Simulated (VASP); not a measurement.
# InP (F-43m) in VASP: settings compared

The runs below take InP through single point, with PBEsol-based global hybrid, PBE.

Everything below comes from runs of VASP 6.6.1. Logs are shortened: lines on timing, memory, paths and dates and some standing lists are left out, and cuts for length are marked.

### 1 The cell of the first run

Symmetry: F-43m, No. 216, cubic system. Conventional cell: a = 5.861 Å, b = 5.861 Å, c = 5.861 Å, α = 90.00°, β = 90.00°, γ = 90.00°. In (site symmetry -43m) has 4 P at 2.54 Å within 3.3 Å. P (site symmetry -43m) has 4 In at 2.54 Å within 3.3 Å.

### 2 Single point, PBEsol-based global hybrid

Input file POSCAR:

```
InP
1.0
    0.0000000000      2.9305000000      2.9305000000
    2.9305000000      0.0000000000      2.9305000000
    2.9305000000      2.9305000000      0.0000000000
In P
1 1
Direct
    0.0000000000      0.0000000000      0.0000000000
    0.7500000000      0.7500000000      0.7500000000
```

Input file INCAR.step1:

```
PREC = Accurate
ENCUT = 520
EDIFF = 1E-5
ISMEAR = -1
SIGMA = 0.05
LREAL = False
LASPH = True
NELM = 80
ALGO = Normal
ISIF = 2
LWAVE = True
LCHARG = False
GGA = PE
NBANDS = 16
```

Input file INCAR.step2:

```
PREC = Accurate
ENCUT = 520
EDIFF = 1E-6
ISMEAR = -1
SIGMA = 0.05
LREAL = False
LASPH = True
NELM = 80
ALGO = Normal
ISIF = 2
LWAVE = False
LCHARG = False
GGA = PS
LHFCALC = True
AEXX = 0.25
PRECFOCK = Normal
ISTART = 1
NBANDS = 16
```

Input file KPOINTS:

```
regular mesh
0
Gamma
  4 4 4
```

Potentials or basis: VASP PAW PBE potentials, release 64 (In_d, P).

The run is started by

```bash
$ cat potpaw_PBE.64/In_d/POTCAR potpaw_PBE.64/P/POTCAR > POTCAR
$ cp INCAR.step1 INCAR
$ mpirun -np 1 vasp_std > vasp.out
$ cp INCAR.step2 INCAR
$ mpirun -np 1 vasp_std > vasp.out
```

OUTCAR:

```text
PREC = Accurate
   ENCUT = 520
   EDIFF = 1E-6
   ISMEAR = -1
   LREAL = False
   LASPH = True
   NELM = 80
   ISIF = 2
   GGA = PS
   LHFCALC = True
   AEXX = 0.25
   PRECFOCK = Normal
   ISTART = 1

 ion  position               nearest neighbor table
   1  0.000  0.000  0.000-   2 2.54   2 2.54   2 2.54   2 2.54
   2  0.750  0.750  0.750-   1 2.54   1 2.54   1 2.54   1 2.54

  LATTYP: Found a face centered cubic cell.
 ALAT       =     5.8610000000

  Lattice vectors:

 A1 = (   0.0000000000,   2.9305000000,   2.9305000000)
 A2 = (   2.9305000000,   0.0000000000,   2.9305000000)
 A3 = (   2.9305000000,   2.9305000000,   0.0000000000)

Analysis of symmetry for initial positions (statically):
=====================================================================
 Subroutine PRICEL returns:
 Original cell was already a primitive cell.

 Routine SETGRP: Setting up the symmetry group for a
 face centered cubic supercell.

 Subroutine GETGRP returns: Found 24 space group operations
 (whereof 24 operations were pure point group operations)
 out of a pool of 48 trial point group operations.

The static configuration has the point symmetry T_d .

Analysis of symmetry for dynamics (positions and initial velocities):
=====================================================================
 Subroutine PRICEL returns:
 Original cell was already a primitive cell.

 Routine SETGRP: Setting up the symmetry group for a
 face centered cubic supercell.

 Subroutine GETGRP returns: Found 24 space group operations
 (whereof 24 operations were pure point group operations)
 out of a pool of 48 trial point group operations.

The dynamic configuration has the point symmetry T_d .

 Subroutine INISYM returns: Found 24 space group operations
 (whereof 24 operations are pure point group operations),
 and found     1 'primitive' translations

----------------------------------------------------------------------------------------

                                     Primitive cell

  volume of cell :      50.3333

  direct lattice vectors                    reciprocal lattice vectors
     0.000000000  2.930500000  2.930500000    -0.170619348  0.170619348  0.170619348
     2.930500000  0.000000000  2.930500000     0.170619348 -0.170619348  0.170619348
     2.930500000  2.930500000  0.000000000     0.170619348  0.170619348 -0.170619348

  length of vectors
     4.144352845  4.144352845  4.144352845     0.295521380  0.295521380  0.295521380

  position of ions in fractional coordinates (direct lattice)
     0.000000000  0.000000000  0.000000000
     0.750000000  0.750000000  0.750000000

  ion indices of the primitive-cell ions
   primitive index   ion index
                 1           1
                 2           2

----------------------------------------------------------------------------------------

 KPOINTS: regular mesh

Automatic generation of k-mesh.
 Grid dimensions read from file:
 generate k-points for:    4    4    4

 Generating k-lattice:

  Cartesian coordinates                     Fractional coordinates (reciprocal lattice)
    -0.042654837  0.042654837  0.042654837     0.250000000  0.000000000  0.000000000
     0.042654837 -0.042654837  0.042654837     0.000000000  0.250000000  0.000000000
     0.042654837  0.042654837 -0.042654837     0.000000000  0.000000000  0.250000000

  Length of vectors
     0.073880345  0.073880345  0.073880345

  Shift w.r.t. Gamma in fractional coordinates (k-lattice)
     0.000000000  0.000000000  0.000000000

 Subroutine IBZKPT returns following result:
 ===========================================

 Found      8 irreducible k-points:

 Following reciprocal coordinates:
            Coordinates               Weight
  0.000000  0.000000  0.000000      1.000000
  0.250000  0.000000  0.000000      8.000000
  0.500000  0.000000  0.000000      4.000000
  0.250000  0.250000  0.000000      6.000000
  0.500000  0.250000  0.000000     24.000000
 -0.250000  0.250000  0.000000     12.000000
  0.500000  0.500000  0.000000      3.000000
 -0.250000  0.500000  0.250000      6.000000
   k-points           NKPTS =      8   k-points in BZ     NKDIM =     64   number of bands    NBANDS=     16
   number of dos      NEDOS =    301   number of ions     NIONS =      2
   total plane-waves  NPLWV =  32768
   dimension x,y,z NGX =    32 NGY =   32 NGZ =   32
   dimension x,y,z NGXF=    64 NGYF=   64 NGZF=   64
   ions per type =               1   1
   NGX,Y,Z   is equivalent  to a cutoff of  12.84, 12.84, 12.84 a.u.
   NGXF,Y,Z  is equivalent  to a cutoff of  25.67, 25.67, 25.67 a.u.
 SYSTEM =  unknown system
   PREC   = accura    normal or accurate (medium, high low for compatibility)
   ISTART =      1    job   : 0-new  1-cont  2-samecut
   ICHARG =      0    charge: 1-file 2-atom 10-const
   ISPIN  =      1    spin polarized calculation?
   LNONCOLLINEAR =      F non collinear calculations
   LSORBIT =      F    spin-orbit coupling
   LASPH  =      T    aspherical Exc in radial PAW
   ENCUT  =  520.0 eV  38.22 Ry    6.18 a.u.   7.71  7.71  7.71*2*pi/ulx,y,z
   NELM   =     80;   NELMIN=  2; NELMDL=  0     # of ELM steps
   EDIFF  = 0.1E-05   stopping-criterion for ELM
   LREAL  =      F    real-space projection
   EDIFFG = 0.1E-04   stopping-criterion for IOM
   NSW    =      0    number of steps for IOM
   IBRION =     -1    ionic relax: 0-MD 1-quasi-New 2-CG
   NFREE  =      0    steps in history (QN), initial steepest desc. (CG)
   ISIF   =      2    stress and relaxation
   ISYM   =      3    0-nonsym 1-usesym 2-fastsym
   POTIM  = 0.5000    time-step for ionic-motion
   TEBEG  =    0.0;   TEEND  =   0.0 temperature during run
   PSTRESS=    0.0 pullay stress
   NELECT =      18.0000    total number of electrons
   NUPDOWN=      -1.0000    fix difference up-down
   EMIN   =  10.00;   EMAX   =-10.00  energy-range for DOS
   EFERMI =   0.00;   METHOD = LEGACY
   ISMEAR =    -1;   SIGMA  =   0.05  broadening in eV -4-tet -1-fermi 0-gaus
   EFERMI_NEDOS =   21; number of points for ismear=-14 and -15
   IALGO  =     38    algorithm
   IMIX   =      1    mixing-type and parameters
     AMIX     =   0.40;   BMIX     =  1.00
     AMIX_MAG =   1.60;   BMIX_MAG =  1.00
  volume/ion in A,a.u.               =      25.17       169.83
  Fermi-wavevector in a.u.,A,eV,Ry     =   1.162021  2.195901 18.371846  1.350293
  Thomas-Fermi vector in A             =   2.298587
   LORBIT       =      0    0 simple, 1 ext, 2 COOP (PROOUT), +10 PAW based schemes
   GGA     = PS    functional components
   LHFCALC =     T    Hartree Fock is set to
   PRECFOCK=normal    Normal, Fast or Accurate (Low or Medium for compatibility)
   ENCUT4O =  -1.0   cutoff for four orbital integrals eV
   NKREDX  =     1    reduce k-point grid by
   NKREDY  =     1    reduce k-point grid by
   NKREDZ  =     1    reduce k-point grid by
   AEXX    =    0.2500 exact exchange contribution
   HFSCREEN=    0.0000 screening length (either q_TF or 0.3 A-1)
   HFSCREENC=   0.0000 screening length for correlation (either q_TF or 0.3 A-1)
   ENCUTFOCK=  -1.0 apply spherical cutoff to Coloumb kernel
   IVDW    =     0    specifies the selected vdW correction
   LEPSILON=     F    determine dielectric tensor
   LRPA    =     F    only Hartree local field effects (RPA)
 non-spin polarized calculation
  energy-cutoff  :      520.00
  volume of cell :       50.33
 maximum number of plane-waves:      1380
 NGX is ok and might be reduce to    32
  NGX = 24; NGY = 24; NGZ = 24

 number of electron      18.0000005 magnetization

 Free energy of the ion-electron system (eV)
  ---------------------------------------------------
  ext. energy  EPLUGINS =         0.00000000
  ---------------------------------------------------
  free energy    TOTEN  =       -11.36243677 eV

  energy without entropy =      -11.36243677  energy(sigma->0) =      -11.36243677

 E-fermi :   5.4440     XC(G=0):  -7.4851

 val. band max:        4.3315025928   @ k =   0.0000   0.0000   0.0000
 cond. band min:       6.4769013463   @ k =   0.0000   0.0000   0.0000
 fundamental gap:      2.1453987535
 Fermi energy:         5.4439901238

 k-point     1 :       0.0000    0.0000    0.0000
  band No.  band energies     occupation
      1     -11.6002      2.00000
      2     -11.6002      2.00000
      3     -11.6002      2.00000
      4     -11.4369      2.00000
      5     -11.4369      2.00000
      6      -8.4885      2.00000
[... 8 lines left out ...]
     15      15.5865      0.00000
     16      15.5865      0.00000

 k-point     2 :       0.2500    0.0000    0.0000
  band No.  band energies     occupation
      1     -11.6598      2.00000
      2     -11.5762      2.00000
      3     -11.5762      2.00000
      4     -11.4348      2.00000
      5     -11.4348      2.00000
      6      -7.7457      2.00000
[... 8 lines left out ...]
     15      14.5941      0.00000
     16      14.9679      0.00000

 k-point     3 :       0.5000    0.0000    0.0000
  band No.  band energies     occupation
      1     -11.7151      2.00000
      2     -11.5596      2.00000
      3     -11.5596      2.00000
      4     -11.4247      2.00000
      5     -11.4247      2.00000
      6      -6.5870      2.00000
[... 8 lines left out ...]
     15      16.9144      0.00000
     16      16.9144      0.00000

 k-point     4 :       0.2500    0.2500    0.0000
  band No.  band energies     occupation
      1     -11.7006      2.00000
      2     -11.5478      2.00000
      3     -11.5478      2.00000
      4     -11.4606      2.00000
      5     -11.4201      2.00000
      6      -7.4999      2.00000
[... 8 lines left out ...]
     15      16.1911      0.00000
     16      18.2103      0.00000

 k-point     5 :       0.5000    0.2500    0.0000
  band No.  band energies     occupation
      1     -11.7398      2.00000
      2     -11.5358      2.00000
      3     -11.5237      2.00000
      4     -11.4581      2.00000
      5     -11.4169      2.00000
      6      -6.3003      2.00000
[... 8 lines left out ...]
     15      17.0678      0.00000
     16      18.2643      0.00000

 k-point     6 :      -0.2500    0.2500    0.0000
  band No.  band energies     occupation
      1     -11.7106      2.00000
      2     -11.5521      2.00000
      3     -11.5456      2.00000
      4     -11.4388      2.00000
      5     -11.4328      2.00000
      6      -6.7321      2.00000
[... 8 lines left out ...]
     15      16.5500      0.00000
     16      18.1449      0.00000

 k-point     7 :       0.5000    0.5000    0.0000
  band No.  band energies     occupation
      1     -11.7834      2.00000
      2     -11.4930      2.00000
      3     -11.4930      2.00000
      4     -11.4894      2.00000
      5     -11.4032      2.00000
      6      -5.8604      2.00000
[... 8 lines left out ...]
     15      17.0986      0.00000
     16      18.0733      0.00000

 k-point     8 :      -0.2500    0.5000    0.2500
  band No.  band energies     occupation
      1     -11.7493      2.00000
      2     -11.5377      2.00000
      3     -11.5012      2.00000
      4     -11.4587      2.00000
      5     -11.4230      2.00000
      6      -5.7755      2.00000
[... 8 lines left out ...]
     15      17.6718      0.00000
     16      18.1882      0.00000

------------------------ aborting loop because EDIFF is reached ----------------------------------------

  FORCE on cell =-STRESS in cart. coord.  units (eV):
  Direction    XX          YY          ZZ          XY          YZ          ZX
  --------------------------------------------------------------------------------------
  -------------------------------------------------------------------------------------
  Total       -0.2385490     -0.2385490     -0.2385490     -0.0000000      0.0000000     -0.0000000
  in kB       -7.5933431     -7.5933431     -7.5933431     -0.0000000      0.0000000     -0.0000000
  external PRESSURE =      -7.5933431 kB  Pullay stress =       0.0000000 kB

 VOLUME and BASIS-vectors are now :
 -----------------------------------------------------------------------------
  energy-cutoff  :      520.00
  volume of cell :       50.33
      direct lattice vectors                 reciprocal lattice vectors
     0.000000000  2.930500000  2.930500000    -0.170619348  0.170619348  0.170619348
     2.930500000  0.000000000  2.930500000     0.170619348 -0.170619348  0.170619348
     2.930500000  2.930500000  0.000000000     0.170619348  0.170619348 -0.170619348

 POSITION                                       TOTAL-FORCE (eV/Angst)
 -----------------------------------------------------------------------------------
      0.00000      0.00000      0.00000        -0.000000     -0.000000     -0.000000
      4.39575      4.39575      4.39575         0.000000      0.000000      0.000000
 -----------------------------------------------------------------------------------
    total drift:                               -0.000315     -0.000244     -0.000197

  FREE ENERGIE OF THE ION-ELECTRON SYSTEM (eV)
  ---------------------------------------------------
  free  energy   TOTEN  =       -11.3624367739 eV

  energy  without entropy=      -11.3624367738  energy(sigma->0) =      -11.36243677
```

Wall time 10 min (1 thread of AMD EPYC 7R43 (Zen 3), shared host); peak memory 0.15 GiB.

What came out:

```
Free energy            : -11.3624 eV
Pressure               : -0.8 GPa
Band gap on the k mesh : 2.15 eV, direct
```

Levels at points of the mesh, in eV from the valence-band top:
```
           k point  band 6  band 7  band 8  band 9  band 10  band 11  band 12  band 13
(0.00, 0.00, 0.00)  -12.82    0.00    0.00    0.00     2.15     5.59     5.59     5.59
(0.50, 0.00, 0.00)  -10.92   -6.37   -1.08   -1.08     2.90     6.33     6.33     8.64
(0.50, 0.50, 0.00)  -10.19   -6.36   -2.59   -2.59     2.97     3.64    11.09    11.61
```

Caveat: the k points lie up to 0.46 Å⁻¹ apart; the PAW data sets were made with another functional, which shifts forces and pressure a little; spin-orbit coupling is left out, which moves the levels of the heavy elements.

### 3 Single point, PBEsol-based global hybrid

This run uses another cell than the first one, of 25.67 Å³/atom, 1.020 times its volume.

Input file POSCAR:

```
InP
1.0
    0.0000000000      2.9499078504      2.9499078504
    2.9499078504      0.0000000000      2.9499078504
    2.9499078504      2.9499078504      0.0000000000
In P
1 1
Direct
    0.0000000000      0.0000000000      0.0000000000
    0.7500000000      0.7500000000      0.7500000000
```

Input file INCAR.step1:

```
SYSTEM = InP
PREC = Accurate ; ENCUT = 520
EDIFF = 1E-5 ; ISMEAR = -1
SIGMA = 0.05 ; LREAL = .FALSE.
LASPH = .TRUE. ; NELM = 80
ALGO = Normal ; ISIF = 2
LWAVE = .TRUE. ; LCHARG = .FALSE.
NBANDS = 16 ; GGA = PE
```

Input file INCAR.step2:

```
SYSTEM = InP
PREC = Accurate ; ENCUT = 520
EDIFF = 1E-6 ; ISMEAR = -1
SIGMA = 0.05 ; LREAL = .FALSE.
LASPH = .TRUE. ; NELM = 80
ALGO = Normal ; ISIF = 2
LWAVE = .FALSE. ; LCHARG = .FALSE.
GGA = PS ; LHFCALC = .TRUE.
AEXX = 0.25 ; PRECFOCK = Normal
NBANDS = 16 ; ISTART = 1
```

Input file KPOINTS:

```
Automatic mesh
0
G
  4 4 4
  0 0 0
```

Potentials or basis: VASP PAW PBE potentials, release 64 (In_d, P).

The run is started by

```bash
$ cat potpaw_PBE.64/In_d/POTCAR potpaw_PBE.64/P/POTCAR > POTCAR
$ cp INCAR.step1 INCAR
$ mpirun -np 1 vasp_std > vasp.out
$ cp INCAR.step2 INCAR
$ mpirun -np 1 vasp_std > vasp.out
```

Wall time 8.2 min (1 thread of AMD EPYC 7R43 (Zen 3), shared host); peak memory 0.14 GiB.

The run converged. Its results:

```
Free energy            : -11.3547 eV
Pressure               : -2.2 GPa
Band gap on the k mesh : 2.02 eV, direct
```

Levels at points of the mesh, in eV from the valence-band top:
```csv
k point,band 5,band 6,band 7,band 8,band 9,band 10,band 11,band 12,band 13,band 14
"(0.00, 0.00, 0.00)",-15.75,-12.68,0.00,0.00,0.00,2.02,5.58,5.58,5.58,10.04
"(0.50, 0.00, 0.00)",-15.74,-10.85,-6.26,-1.05,-1.05,2.85,6.32,6.32,8.60,11.09
"(0.50, 0.50, 0.00)",-15.72,-10.14,-6.27,-2.52,-2.52,3.00,3.64,10.95,11.47,11.47
```

Caveat: the k points lie up to 0.46 Å⁻¹ apart; the PAW data sets were made with another functional, which shifts forces and pressure a little; spin-orbit coupling is left out, which moves the levels of the heavy elements.

### 4 Single point, PBE

Input file INCAR:

```
SYSTEM = InP
PREC = Accurate
ENCUT = 520
EDIFF = 1E-6
ISMEAR = 0
SIGMA = 0.025
LREAL = .FALSE.
LASPH = .TRUE.
NELM = 100
ALGO = Normal
ISIF = 2
LWAVE = .FALSE.
LCHARG = .FALSE.
GGA = PE
NBANDS = 16
```

Input file KPOINTS:

```
Automatic mesh
0
G
  8 8 8
  0 0 0
```

Input file POSCAR:

```
InP
1.0
    0.0000000000      2.9305000000      2.9305000000
    2.9305000000      0.0000000000      2.9305000000
    2.9305000000      2.9305000000      0.0000000000
In P
1 1
Direct
    0.0000000000      0.0000000000      0.0000000000
    0.7500000000      0.7500000000      0.7500000000
```

The run is started by

```bash
$ cat potpaw_PBE.64/In_d/POTCAR potpaw_PBE.64/P/POTCAR > POTCAR
$ mpirun -np 1 vasp_std > vasp.out
```

Wall time 21 s (1 thread of Intel Xeon 6975P-C, shared host); peak memory 0.18 GiB.

Results (log left out):

* Free energy: -8.3808 eV
* Pressure: 3.3 GPa
* Band gap on the k mesh: 0.71 eV, direct

Levels at points of the mesh, in eV from the valence-band top:
```csv
k point,band 5,band 6,band 7,band 8,band 9,band 10,band 11,band 12,band 13,band 14
"(0.00, 0.00, 0.00)",-14.03,-11.52,0.00,0.00,0.00,0.71,4.09,4.09,4.09,8.58
"(0.50, 0.00, 0.00)",-14.02,-9.79,-5.73,-0.97,-0.97,1.50,4.81,4.81,7.10,9.48
"(0.50, 0.50, 0.00)",-14.00,-9.14,-5.75,-2.32,-2.32,1.76,2.27,9.21,9.60,9.60
```

Caveat: spin-orbit coupling is left out, which moves the levels of the heavy elements.

### 5 Single point, PBE

Input file INCAR:

```
PREC = Accurate ; ENCUT = 520
EDIFF = 1E-6 ; ISMEAR = 0
SIGMA = 0.026000000000000002 ; LREAL = False
LASPH = True ; NELM = 100
ALGO = Normal ; ISIF = 2
LWAVE = False ; LCHARG = False
GGA = PE ; NBANDS = 16
```

Input file KPOINTS:

```
regular mesh
0
Gamma
  8 8 8
```

POSCAR is that of step 4.

The run is started by

```bash
$ cat potpaw_PBE.64/In_d/POTCAR potpaw_PBE.64/P/POTCAR > POTCAR
$ mpirun -np 1 vasp_std > vasp.out
```

Run time: 21 s. Hardware: 1 thread of Intel Xeon 6975P-C, shared host; peak memory 0.18 GiB.

The run converged. Its results:

* Free energy: -8.3808 eV
* Pressure: 3.3 GPa
* Band gap on the k mesh: 0.71 eV, direct

Levels at points of the mesh, in eV from the valence-band top:
```
           k point  band 7  band 8  band 9  band 10  band 11  band 12
(0.00, 0.00, 0.00)    0.00    0.00    0.00     0.71     4.09     4.09
(0.50, 0.00, 0.00)   -5.73   -0.97   -0.97     1.50     4.81     4.81
(0.50, 0.50, 0.00)   -5.75   -2.32   -2.32     1.76     2.27     9.21
```

Caveat: spin-orbit coupling is left out, which moves the levels of the heavy elements.

[end of part 1 of 2]
